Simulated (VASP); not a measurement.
# BeGe3 (Pm-3m) in VASP: further runs

The runs below take BeGe3 through single point, relaxation of cell and atoms, with PBE.

Program: VASP 6.6.1. These are calculated values, not measurements. Logs are shortened: lines on timing, memory, paths and dates and some standing lists are left out, and cuts for length are marked.

### 1 The cell of the first run

It takes space group Pm-3m (No. 221, cubic). Conventional cell: a = 4.080 Å, b = 4.080 Å, c = 4.080 Å, α = 90.00°, β = 90.00°, γ = 90.00°. Within 3.8 Å of Be (site symmetry m-3m) lie 12 Ge at 2.88 Å. Within 3.8 Å of Ge (site symmetry 4/mmm) lie 4 Be at 2.88 Å and 8 Ge at 2.88 Å.

### 2 Single point, PBE

Input file INCAR:

```
PREC = Accurate ; ENCUT = 520
EDIFF = 1E-6 ; ISMEAR = 0
SIGMA = 0.1 ; LREAL = F
LASPH = T ; NELM = 100
ALGO = Normal ; ISIF = 2
LWAVE = F ; LCHARG = T
GGA = PE ; LELF = T
LVHAR = T ; NBANDS = 30
```

Input file KPOINTS:

```
Automatic mesh
0
Gamma
  12 12 12
```

Input file POSCAR:

```
BeGe3
1.0
    4.0798891748      0.0000000000      0.0000000000
    0.0000000000      4.0798891748      0.0000000000
    0.0000000000      0.0000000000      4.0798891748
Be Ge
1 3
Direct
    0.0000000000      0.0000000000      0.0000000000
    0.0000000000      0.5000000000      0.5000000000
    0.5000000000      0.0000000000      0.5000000000
    0.5000000000      0.5000000000      0.0000000000
```

Potentials or basis: VASP PAW PBE potentials, release 64 (Be, Ge_d).

Command:

```
> cat potpaw_PBE.64/Be/POTCAR potpaw_PBE.64/Ge_d/POTCAR > POTCAR
> mpirun -np 1 vasp_std > vasp.out
```

OUTCAR:

```text
PREC = Accurate
   ENCUT = 520
   EDIFF = 1E-6
   ISMEAR = 0
   LREAL = F
   LASPH = T
   NELM = 100
   ISIF = 2
   GGA = PE

 ion  position               nearest neighbor table
   1  0.000  0.000  0.000-
   2  0.000  0.500  0.500-   3 2.88   4 2.88   4 2.88   3 2.88   3 2.88   4 2.88   4 2.88   3 2.88

   3  0.500  0.000  0.500-   2 2.88   4 2.88   4 2.88   2 2.88   4 2.88   4 2.88   2 2.88   2 2.88

   4  0.500  0.500  0.000-   2 2.88   3 2.88   2 2.88   3 2.88   3 2.88   3 2.88   2 2.88   2 2.88

  LATTYP: Found a simple cubic cell.
 ALAT       =     4.0798891748

  Lattice vectors:

 A1 = (   4.0798891748,   0.0000000000,   0.0000000000)
 A2 = (   0.0000000000,   4.0798891748,   0.0000000000)
 A3 = (   0.0000000000,   0.0000000000,   4.0798891748)

Analysis of symmetry for initial positions (statically):
=====================================================================
 Subroutine PRICEL returns:
 Original cell was already a primitive cell.

 Routine SETGRP: Setting up the symmetry group for a
 simple cubic supercell.

 Subroutine GETGRP returns: Found 48 space group operations
 (whereof 48 operations were pure point group operations)
 out of a pool of 48 trial point group operations.

The static configuration has the point symmetry O_h .

Analysis of symmetry for dynamics (positions and initial velocities):
=====================================================================
 Subroutine PRICEL returns:
 Original cell was already a primitive cell.

 Routine SETGRP: Setting up the symmetry group for a
 simple cubic supercell.

 Subroutine GETGRP returns: Found 48 space group operations
 (whereof 48 operations were pure point group operations)
 out of a pool of 48 trial point group operations.

The dynamic configuration has the point symmetry O_h .

 Subroutine INISYM returns: Found 48 space group operations
 (whereof 48 operations are pure point group operations),
 and found     1 'primitive' translations

----------------------------------------------------------------------------------------

                                     Primitive cell

  volume of cell :      67.9118

  direct lattice vectors                    reciprocal lattice vectors
[... 86 lines left out ...]
   LNONCOLLINEAR =      F non collinear calculations
   LSORBIT =      F    spin-orbit coupling
   LASPH  =      T    aspherical Exc in radial PAW
   ENCUT  =  520.0 eV  38.22 Ry    6.18 a.u.   7.59  7.59  7.59*2*pi/ulx,y,z
   NELM   =    100;   NELMIN=  2; NELMDL= -5     # of ELM steps
   EDIFF  = 0.1E-05   stopping-criterion for ELM
   LREAL  =      F    real-space projection
   EDIFFG = 0.1E-04   stopping-criterion for IOM
   NSW    =      0    number of steps for IOM
   IBRION =     -1    ionic relax: 0-MD 1-quasi-New 2-CG
   NFREE  =      0    steps in history (QN), initial steepest desc. (CG)
   ISIF   =      2    stress and relaxation
   ISYM   =      2    0-nonsym 1-usesym 2-fastsym
   POTIM  = 0.5000    time-step for ionic-motion
   TEBEG  =    0.0;   TEEND  =   0.0 temperature during run
   PSTRESS=    0.0 pullay stress
   NELECT =      44.0000    total number of electrons
   NUPDOWN=      -1.0000    fix difference up-down
   EMIN   =  10.00;   EMAX   =-10.00  energy-range for DOS
   EFERMI =   0.00;   METHOD = LEGACY
   ISMEAR =     0;   SIGMA  =   0.10  broadening in eV -4-tet -1-fermi 0-gaus
   EFERMI_NEDOS =   21; number of points for ismear=-14 and -15
   IALGO  =     38    algorithm
   IMIX   =      4    mixing-type and parameters
     AMIX     =   0.40;   BMIX     =  1.00
     AMIX_MAG =   1.60;   BMIX_MAG =  1.00
  volume/ion in A,a.u.               =      16.98       114.57
  Fermi-wavevector in a.u.,A,eV,Ry     =   1.416590  2.676966 27.303163  2.006726
  Thomas-Fermi vector in A             =   2.537908
   LORBIT       =      0    0 simple, 1 ext, 2 COOP (PROOUT), +10 PAW based schemes
   GGA     = PE    functional components
   LHFCALC =     F    Hartree Fock is set to
   AEXX    =    0.0000 exact exchange contribution
   IVDW    =     0    specifies the selected vdW correction
   LEPSILON=     F    determine dielectric tensor
   LRPA    =     F    only Hartree local field effects (RPA)
 non-spin polarized calculation
 Gauss-broadening in eV      SIGMA  =   0.10
  energy-cutoff  :      520.00
  volume of cell :       67.91
 maximum number of plane-waves:      1856
   NGX = 15   NGY = 15   NGZ = 15

 number of electron      43.9999940 magnetization

 Free energy of the ion-electron system (eV)
  ---------------------------------------------------
  ext. energy  EPLUGINS =         0.00000000
  ---------------------------------------------------
  free energy    TOTEN  =       -15.23700924 eV

  energy without entropy =      -15.22824772  energy(sigma->0) =      -15.23262848

 E-fermi :   6.6256     XC(G=0): -10.9930

 val. band max:        6.6227032598   @ k =   0.4167   0.2500   0.0000
 cond. band min:       6.6324544227   @ k =   0.5000   0.5000   0.0000
 fundamental gap:      0.0097511629
 Fermi energy:         6.6256100401

 k-point     1 :       0.0000    0.0000    0.0000
  band No.  band energies     occupation
      1     -18.2690      2.00000
      2     -18.2690      2.00000
      3     -18.2690      2.00000
      4     -18.2605      2.00000
      5     -18.1932      2.00000
      6     -18.1932      2.00000
[... 781 lines left out ...]
     29      12.1149      0.00000
     30      12.5940      0.00000

 [... further k-points ...]

------------------------ aborting loop because EDIFF is reached ----------------------------------------

  FORCE on cell =-STRESS in cart. coord.  units (eV):
  Direction    XX          YY          ZZ          XY          YZ          ZX
  --------------------------------------------------------------------------------------
  -------------------------------------------------------------------------------------
  Total       -0.0040257     -0.0040257     -0.0040257     -0.0000000     -0.0000000      0.0000000
  in kB       -0.0949733     -0.0949733     -0.0949733     -0.0000000     -0.0000000      0.0000000
  external PRESSURE =      -0.0949733 kB  Pullay stress =       0.0000000 kB

 VOLUME and BASIS-vectors are now :
 -----------------------------------------------------------------------------
  energy-cutoff  :      520.00
  volume of cell :       67.91
      direct lattice vectors                 reciprocal lattice vectors
     4.079889175  0.000000000  0.000000000     0.245104697  0.000000000  0.000000000
     0.000000000  4.079889175  0.000000000     0.000000000  0.245104697  0.000000000
     0.000000000  0.000000000  4.079889175     0.000000000  0.000000000  0.245104697

 POSITION                                       TOTAL-FORCE (eV/Angst)
 -----------------------------------------------------------------------------------
      0.00000      0.00000      0.00000         0.000000      0.000000      0.000000
      0.00000      2.03994      2.03994         0.000000      0.000000      0.000000
      2.03994      0.00000      2.03994         0.000000      0.000000      0.000000
      2.03994      2.03994      0.00000         0.000000      0.000000      0.000000
 -----------------------------------------------------------------------------------
    total drift:                                0.000000      0.000000     -0.000000

  FREE ENERGIE OF THE ION-ELECTRON SYSTEM (eV)
  ---------------------------------------------------
  free  energy   TOTEN  =       -15.2370092441 eV

  energy  without entropy=      -15.2282477161  energy(sigma->0) =      -15.23262848
```

OSZICAR:

```text
N       E                     dE             d eps       ncg     rms          rms(c)
DAV:   1     0.354373003090E+03    0.35437E+03   -0.21907E+04  5946   0.400E+03
DAV:   2     0.456310128990E+02   -0.30874E+03   -0.29903E+03  5040   0.764E+02
DAV:   3    -0.124112652400E+02   -0.58042E+02   -0.56997E+02  5816   0.184E+02
DAV:   4    -0.152291078185E+02   -0.28178E+01   -0.28077E+01  5802   0.460E+01
DAV:   5    -0.152819875813E+02   -0.52880E-01   -0.52870E-01  5832   0.740E+00    0.227E+00
DAV:   6    -0.152520290044E+02    0.29959E-01   -0.38589E-02  6892   0.232E+00    0.126E+00
DAV:   7    -0.152374444074E+02    0.14585E-01   -0.18478E-02  6402   0.151E+00    0.121E-01
DAV:   8    -0.152369999596E+02    0.44445E-03   -0.18669E-03  6384   0.596E-01    0.478E-02
DAV:   9    -0.152370054968E+02   -0.55372E-05   -0.90910E-05  6108   0.127E-01    0.186E-02
DAV:  10    -0.152370085322E+02   -0.30354E-05   -0.76994E-06  6766   0.342E-02    0.627E-03
DAV:  11    -0.152370092441E+02   -0.71191E-06   -0.27649E-07  3576   0.594E-03
   1 F= -.15237009E+02 E0= -.15232628E+02  d E =-.876153E-02
```

stdout:

```text
POSCAR found type information on POSCAR BeGe
 POSCAR found :  2 types and       4 ions
 scaLAPACK will be used
 LDA part: xc-table for (Slater+PW92), standard interpolation
 POSCAR, INCAR and KPOINTS ok, starting setup
 FFT: planning ... GRIDC
 FFT: planning ... GRID_SOFT
 FFT: planning ... GRID
 WAVECAR not read
 entering main loop
```

Run time: 2.8 min. Hardware: 1 thread of AMD EPYC 7R13, shared host; peak memory 0.24 GiB.

Results:

```yaml
Free_energy: -15.2370 eV
Pressure: 0.0 GPa
Band_gap_on_the_k_mesh: zero (bands 22 and 23 overlap by 3.44 eV)
```

### 3 Relaxation of cell and atoms, PBE

This run uses another cell than the first one, of 16.76 Å³/atom.

Input file INCAR:

```
ALGO = Normal ; EDIFF = 1E-6
EDIFFG = -0.01 ; ENCUT = 600
GGA = PE ; IBRION = 2
ISIF = 3 ; ISMEAR = 0
LASPH = True ; LCHARG = False
LREAL = False ; LWAVE = False
NELM = 100 ; NSW = 100
PREC = Accurate ; SIGMA = 0.1
```

Input file KPOINTS:

```
k-points
0
Gamma
  12 12 12
```

Input file POSCAR:

```
BeGe3
1.0
    4.0626932547      0.0000000000      0.0000000000
    0.0000000000      4.0626932547      0.0000000000
    0.0000000000      0.0000000000      4.0626932547
Be Ge
1 3
Direct
    0.0000000000      0.0000000000      0.0000000000
    0.0000000000      0.5000000000      0.5000000000
    0.5000000000      0.0000000000      0.5000000000
    0.5000000000      0.5000000000      0.0000000000
```

Potentials or basis: VASP PAW PBE potentials, release 64 (Be, Ge_d).

Command:

```
> cat potpaw_PBE.64/Be/POTCAR potpaw_PBE.64/Ge_d/POTCAR > POTCAR
> mpirun -np 1 vasp_std > vasp.out
```

OUTCAR:

```text
EDIFF = 1E-6
   EDIFFG = -0.01
   ENCUT = 600
   GGA = PE
   IBRION = 2
   ISIF = 3
   ISMEAR = 0
   LASPH = True
   LREAL = False
   NELM = 100
   NSW = 100
   PREC = Accurate

 ion  position               nearest neighbor table
   1  0.000  0.000  0.000-
   2  0.000  0.500  0.500-   3 2.87   4 2.87   4 2.87   3 2.87   3 2.87   4 2.87   4 2.87   3 2.87

   3  0.500  0.000  0.500-   2 2.87   4 2.87   4 2.87   2 2.87   4 2.87   4 2.87   2 2.87   2 2.87

   4  0.500  0.500  0.000-   2 2.87   3 2.87   2 2.87   3 2.87   3 2.87   3 2.87   2 2.87   2 2.87

  LATTYP: Found a simple cubic cell.
 ALAT       =     4.0626932547

  Lattice vectors:

 A1 = (   4.0626932547,   0.0000000000,   0.0000000000)
 A2 = (   0.0000000000,   4.0626932547,   0.0000000000)
 A3 = (   0.0000000000,   0.0000000000,   4.0626932547)

Analysis of symmetry for initial positions (statically):
=====================================================================
 Subroutine PRICEL returns:
 Original cell was already a primitive cell.

 Routine SETGRP: Setting up the symmetry group for a
 simple cubic supercell.

 Subroutine GETGRP returns: Found 48 space group operations
 (whereof 48 operations were pure point group operations)
 out of a pool of 48 trial point group operations.

The static configuration has the point symmetry O_h .

Analysis of symmetry for dynamics (positions and initial velocities):
=====================================================================
 Subroutine PRICEL returns:
 Original cell was already a primitive cell.

 Routine SETGRP: Setting up the symmetry group for a
 simple cubic supercell.

 Subroutine GETGRP returns: Found 48 space group operations
 (whereof 48 operations were pure point group operations)
 out of a pool of 48 trial point group operations.

The dynamic configuration has the point symmetry O_h .

[... 175 lines left out ...]
      0.00000      2.03135      2.03135         0.000000      0.000000      0.000000
      2.03135      0.00000      2.03135         0.000000      0.000000      0.000000
      2.03135      2.03135      0.00000         0.000000      0.000000      0.000000
 -----------------------------------------------------------------------------------
    total drift:                                0.000000     -0.000000     -0.000000

  FREE ENERGIE OF THE ION-ELECTRON SYSTEM (eV)
  ---------------------------------------------------
  free  energy   TOTEN  =       -15.2345057181 eV

  energy  without entropy=      -15.2254828100  energy(sigma->0) =      -15.22999426

--------------------------------------- Ionic step        2  -------------------------------------------

 number of electron      43.9999976 magnetization

 Free energy of the ion-electron system (eV)
  ---------------------------------------------------
  ext. energy  EPLUGINS =         0.00000000
  ---------------------------------------------------
  free energy    TOTEN  =       -15.23714512 eV

  energy without entropy =      -15.22839856  energy(sigma->0) =      -15.23277184

 E-fermi :   6.6187     XC(G=0): -10.9899

 val. band max:        6.6145682538   @ k =   0.4167   0.2500   0.0000
 cond. band min:       6.6261464300   @ k =   0.5000   0.5000   0.0000
 fundamental gap:      0.0115781761
 Fermi energy:         6.6186958333

 k-point     1 :       0.0000    0.0000    0.0000
  band No.  band energies     occupation
      1     -18.2754      2.00000
      2     -18.2754      2.00000
      3     -18.2754      2.00000
      4     -18.2668      2.00000
      5     -18.1997      2.00000
      6     -18.1997      2.00000
[... 685 lines left out ...]
     25       8.2189      0.00000
     26       9.8883      0.00000

 [... further k-points ...]

------------------------ aborting loop because EDIFF is reached ----------------------------------------

  FORCE on cell =-STRESS in cart. coord.  units (eV):
  Direction    XX          YY          ZZ          XY          YZ          ZX
  --------------------------------------------------------------------------------------
  -------------------------------------------------------------------------------------
  Total        0.0081708      0.0081708      0.0081708      0.0000000     -0.0000000      0.0000000
  in kB        0.1926364      0.1926364      0.1926364      0.0000000     -0.0000000      0.0000000
  external PRESSURE =       0.1926364 kB  Pullay stress =       0.0000000 kB

 VOLUME and BASIS-vectors are now :
 -----------------------------------------------------------------------------
  energy-cutoff  :      600.00
  volume of cell :       67.96
      direct lattice vectors                 reciprocal lattice vectors
     4.080801351 -0.000000000 -0.000000000     0.245049909 -0.000000000  0.000000000
     0.000000000  4.080801351  0.000000000     0.000000000  0.245049909  0.000000000
    -0.000000000  0.000000000  4.080801351     0.000000000 -0.000000000  0.245049909

 POSITION                                       TOTAL-FORCE (eV/Angst)
 -----------------------------------------------------------------------------------
      0.00000      0.00000      0.00000         0.000000      0.000000      0.000000
      0.00000      2.04040      2.04040        -0.000000      0.000000      0.000000
      2.04040     -0.00000      2.04040         0.000000      0.000000      0.000000
      2.04040      2.04040     -0.00000         0.000000      0.000000      0.000000
 -----------------------------------------------------------------------------------
    total drift:                                0.000000     -0.000000     -0.000000

  FREE ENERGIE OF THE ION-ELECTRON SYSTEM (eV)
  ---------------------------------------------------
  free  energy   TOTEN  =       -15.2371451247 eV

  energy  without entropy=      -15.2283985597  energy(sigma->0) =      -15.23277184

 reached required accuracy - stopping structural energy minimisation
```

It took 3.8 min on 1 thread of AMD EPYC 7R13, shared host; peak memory 0.25 GiB.

What came out:

```
Free energy                           : -15.2371 eV
Relaxed volume                        : 16.99 Å³/atom
Relaxed cell                          : a = 4.081 Å, b = 4.081 Å, c = 4.081 Å, α = 90.00°, β = 90.00°, γ = 90.00°
Space group after relaxing (to 0.1 Å) : Pm-3m (No. 221)
Energy gained by relaxing             : 0.7 meV/atom
Ionic steps                           : 2
Pressure after relaxing               : 0.0 GPa
Band gap on the k mesh                : zero (bands 22 and 23 overlap by 3.44 eV)
```

Step by step:
| step | energy change (eV) | largest force (eV/Å) | pressure (GPa) | volume (Å³) |
| --- | --- | --- | --- | --- |
| 1 | 0.0000 | 0.0000 | 0.88 | 67.06 |
| 2 | -0.0026 | 0.0000 | 0.02 | 67.96 |

Final structure:
```yaml
crystal:
  lattice:
    - [4.08080, 0.00000, 0.00000]
    - [0.00000, 4.08080, 0.00000]
    - [0.00000, 0.00000, 4.08080]
  atoms:
    - { symbol: Be, position: [0.00000, 0.00000, 0.00000] }
    - { symbol: Ge, position: [0.00000, 0.50000, 0.50000] }
    - { symbol: Ge, position: [0.50000, 0.00000, 0.50000] }
    - { symbol: Ge, position: [0.50000, 0.50000, 0.00000] }
```

Levels at points of the mesh, in eV from the Fermi level:
```tsv
k point	band 18	band 19	band 20	band 21	band 22	band 23	band 24	band 25	band 26
(0.00, 0.00, 0.00)	-5.22	-4.06	-4.06	-4.06	-0.85	3.24	3.24	3.24	3.72
(0.50, 0.00, 0.00)	-4.55	-2.17	-2.17	-1.24	-1.24	-0.93	0.02	0.16	5.25
(0.50, 0.50, 0.00)	-9.12	-6.13	-0.46	0.01	0.34	0.34	0.35	0.35	1.69
(0.50, 0.50, 0.50)	-7.93	-6.18	-5.17	-5.17	-5.17	-2.38	7.71	7.71	8.04
```
